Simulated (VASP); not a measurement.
# SrCl2 (Immm) in VASP: notebook, part 2 of 2

VASP 6.6.1.

### 3 Single point, PBE

INCAR

```
SYSTEM = SrCl2
ALGO = Normal ; EDIFF = 1E-6
ENCUT = 520 ; GGA = PE
ISIF = 2 ; ISMEAR = 0
LASPH = .TRUE. ; LCHARG = .FALSE.
LREAL = .FALSE. ; LWAVE = .FALSE.
NBANDS = 19 ; NELM = 100
PREC = Accurate ; SIGMA = 0.02
```

KPOINTS

```
k-points
0
G
  5 5 5
  0 0 0
```

POSCAR

```
SrCl2
1.0
    0.0174417500      3.4883500000      3.4883500000
    3.4883500000      0.0174417500      3.4883500000
    3.5057917500      3.5057917500      0.0000000000
Sr Cl
1 2
Direct
    0.0000000000      0.0000000000      0.0000000000
    0.2500000000      0.2500000000      0.2500000000
    0.7500000000      0.7500000000      0.7500000000
```

Potentials or basis: VASP PAW PBE potentials, release 64 (Sr_sv, Cl).

Run with:

```bash
$ cat potpaw_PBE.64/Sr_sv/POTCAR potpaw_PBE.64/Cl/POTCAR > POTCAR
$ mpirun -np 1 vasp_std > vasp.out
```

OUTCAR:

```text
SYSTEM = SrCl2
   EDIFF = 1E-6
   ENCUT = 520
   GGA = PE
   ISIF = 2
   ISMEAR = 0
   LASPH = .TRUE.
   LREAL = .FALSE.
   NELM = 100
   PREC = Accurate

 ion  position               nearest neighbor table
   1  0.000  0.000  0.000-   3 3.01   3 3.01   2 3.01   2 3.01   3 3.03   2 3.03   3 3.03   2 3.03

   2  0.250  0.250  0.250-   1 3.01   1 3.01   1 3.03   1 3.03
   3  0.750  0.750  0.750-   1 3.01   1 3.01   1 3.03   1 3.03

  LATTYP: Found a body centered orthorhombic cell.
 ALAT       =     4.9086055209
 B/A-ratio  =     1.0100502513
 C/A-ratio  =     1.4213201632

  Lattice vectors:

 A1 = (   3.4883500000,   0.0174417500,  -3.4883500000)
 A2 = (  -3.4883500000,  -0.0174417500,  -3.4883500000)
 A3 = (   0.0174417500,   3.4883500000,   3.4883500000)

Analysis of symmetry for initial positions (statically):
=====================================================================
 Subroutine PRICEL returns:
 Original cell was already a primitive cell.

 Routine SETGRP: Setting up the symmetry group for a
 body centered orthorhombic supercell.

 Subroutine GETGRP returns: Found  8 space group operations
 (whereof  8 operations were pure point group operations)
 out of a pool of  8 trial point group operations.

The static configuration has the point symmetry D_2h.

Analysis of symmetry for dynamics (positions and initial velocities):
=====================================================================
 Subroutine PRICEL returns:
 Original cell was already a primitive cell.

 Routine SETGRP: Setting up the symmetry group for a
 body centered orthorhombic supercell.

 Subroutine GETGRP returns: Found  8 space group operations
 (whereof  8 operations were pure point group operations)
 out of a pool of  8 trial point group operations.

The dynamic configuration has the point symmetry D_2h.

 Subroutine INISYM returns: Found  8 space group operations
[... 111 lines left out ...]
   NUPDOWN=      -1.0000    fix difference up-down
   EMIN   =  10.00;   EMAX   =-10.00  energy-range for DOS
   EFERMI =   0.00;   METHOD = LEGACY
   ISMEAR =     0;   SIGMA  =   0.02  broadening in eV -4-tet -1-fermi 0-gaus
   EFERMI_NEDOS =   21; number of points for ismear=-14 and -15
   IALGO  =     38    algorithm
   IMIX   =      4    mixing-type and parameters
     AMIX     =   0.40;   BMIX     =  1.00
     AMIX_MAG =   1.60;   BMIX_MAG =  1.00
  volume/ion in A,a.u.               =      28.30       190.97
  Fermi-wavevector in a.u.,A,eV,Ry     =   1.074448  2.030413 15.707095  1.154439
  Thomas-Fermi vector in A             =   2.210277
   LORBIT       =      0    0 simple, 1 ext, 2 COOP (PROOUT), +10 PAW based schemes
   GGA     = PE    functional components
   LHFCALC =     F    Hartree Fock is set to
   AEXX    =    0.0000 exact exchange contribution
   IVDW    =     0    specifies the selected vdW correction
   LEPSILON=     F    determine dielectric tensor
   LRPA    =     F    only Hartree local field effects (RPA)
 non-spin polarized calculation
 Gauss-broadening in eV      SIGMA  =   0.02
  energy-cutoff  :      520.00
  volume of cell :       84.89
 maximum number of plane-waves:      2295
 NGX is ok and might be reduce to    40
   NGX = 19   NGY = 19   NGZ = 19

 number of electron      24.0000003 magnetization

 Free energy of the ion-electron system (eV)
  ---------------------------------------------------
  ext. energy  EPLUGINS =         0.00000000
  ---------------------------------------------------
  free energy    TOTEN  =       -12.78192964 eV

  energy without entropy =      -12.78192964  energy(sigma->0) =      -12.78192964

 E-fermi :   0.2829     XC(G=0):  -8.2831

 val. band max:        0.0827924508   @ k =  -0.4000  -0.4000   0.2000
 cond. band min:       5.4907306270   @ k =   0.0000   0.0000   0.0000
 fundamental gap:      5.4079381762
 Fermi energy:         0.2828501605

 k-point     1 :       0.0000    0.0000    0.0000
  band No.  band energies     occupation
      1     -32.7337      2.00000
      2     -14.7261      2.00000
      3     -14.7257      2.00000
      4     -14.7248      2.00000
      5     -13.1526      2.00000
      6     -12.3023      2.00000
[... 505 lines left out ...]
      6     -12.4470      2.00000
[... 11 lines left out ...]
     18       8.9319      0.00000
     19      10.0751      0.00000

 [... further k-points ...]
[... 5 lines left out ...]
  --------------------------------------------------------------------------------------
  -------------------------------------------------------------------------------------
  Total        0.5685394      0.5685394      0.5689269     -0.0796614     -0.0000000     -0.0000000
  in kB       10.7298059     10.7298059     10.7371195     -1.5034156     -0.0000000     -0.0000000
  external PRESSURE =      10.7322437 kB  Pullay stress =       0.0000000 kB

 VOLUME and BASIS-vectors are now :
 -----------------------------------------------------------------------------
  energy-cutoff  :      520.00
  volume of cell :       84.89
      direct lattice vectors                 reciprocal lattice vectors
     0.017441750  3.488350000  3.488350000    -0.144054514  0.144054514  0.143334241
     3.488350000  0.017441750  3.488350000     0.144054514 -0.144054514  0.143334241
     3.505791750  3.505791750  0.000000000     0.142621135  0.142621135 -0.143334241

 POSITION                                       TOTAL-FORCE (eV/Angst)
 -----------------------------------------------------------------------------------
      0.00000      0.00000      0.00000         0.000000     -0.000000      0.000000
      1.75290      1.75290      1.74418         0.000000      0.000000     -0.025167
      5.25869      5.25869      5.23252        -0.000000     -0.000000      0.025167
 -----------------------------------------------------------------------------------
    total drift:                               -0.000000     -0.000000      0.000000

  FREE ENERGIE OF THE ION-ELECTRON SYSTEM (eV)
  ---------------------------------------------------
  free  energy   TOTEN  =       -12.7819296449 eV

  energy  without entropy=      -12.7819296449  energy(sigma->0) =      -12.78192964
```

OSZICAR:

```text
N       E                     dE             d eps       ncg     rms          rms(c)
DAV:   1     0.140310145069E+03    0.14031E+03   -0.11495E+04  1026   0.113E+03
DAV:   2    -0.389097359331E+01   -0.14420E+03   -0.13915E+03  1356   0.221E+02
DAV:   3    -0.128011948212E+02   -0.89102E+01   -0.88801E+01  1400   0.544E+01
DAV:   4    -0.130556361458E+02   -0.25444E+00   -0.25400E+00  1657   0.802E+00
DAV:   5    -0.130584909675E+02   -0.28548E-02   -0.28546E-02  1389   0.848E-01    0.129E+01
DAV:   6    -0.127638946375E+02    0.29460E+00   -0.58967E-01  1225   0.430E+00    0.834E+00
DAV:   7    -0.127737294175E+02   -0.98348E-02   -0.36171E-01  1385   0.362E+00    0.210E+00
DAV:   8    -0.127793822412E+02   -0.56528E-02   -0.53706E-02  1141   0.128E+00    0.391E-01
DAV:   9    -0.127804930257E+02   -0.11108E-02   -0.20232E-03  1315   0.268E-01    0.140E-01
DAV:  10    -0.127817960108E+02   -0.13030E-02   -0.88656E-04  1104   0.174E-01    0.345E-02
DAV:  11    -0.127819079602E+02   -0.11195E-03   -0.75935E-05  1329   0.489E-02    0.404E-02
DAV:  12    -0.127819289411E+02   -0.20981E-04   -0.24133E-05  1115   0.249E-02    0.698E-03
DAV:  13    -0.127819296449E+02   -0.70386E-06   -0.99991E-07  1290   0.598E-03
   1 F= -.12781930E+02 E0= -.12781930E+02  d E =-.249827E-46
```

stdout:

```text
POSCAR found type information on POSCAR SrCl
 POSCAR found :  2 types and       3 ions
 scaLAPACK will be used
 LDA part: xc-table for (Slater+PW92), standard interpolation
 POSCAR, INCAR and KPOINTS ok, starting setup
 FFT: planning ... GRIDC
 FFT: planning ... GRID_SOFT
 FFT: planning ... GRID
 WAVECAR not read
 entering main loop
```

Run time: 36 s. Hardware: 1 thread of Intel Xeon Platinum 8488C (Sapphire Rapids), shared host; peak memory 0.24 GiB.

Results:

| Quantity | Value |
| --- | --- |
| Free energy | -12.7819 eV |
| Pressure | 1.1 GPa |
| Largest force | 0.025 eV/Å |
| Band gap on the k mesh | 5.41 eV, indirect (least direct gap 5.67 eV) |

Forces in eV/Å, atoms in the order of the input:
```
Sr   0.000  0.000  0.000
Cl   0.000  0.000 -0.025
Cl   0.000  0.000  0.025
```

Stress tensor (GPa, compression positive):
```
 1.07 -0.15  0.00
-0.15  1.07  0.00
 0.00  0.00  1.07
```

A k mesh can miss the band edges. PBE gaps usually lie below the measured ones, often by a third to a half.
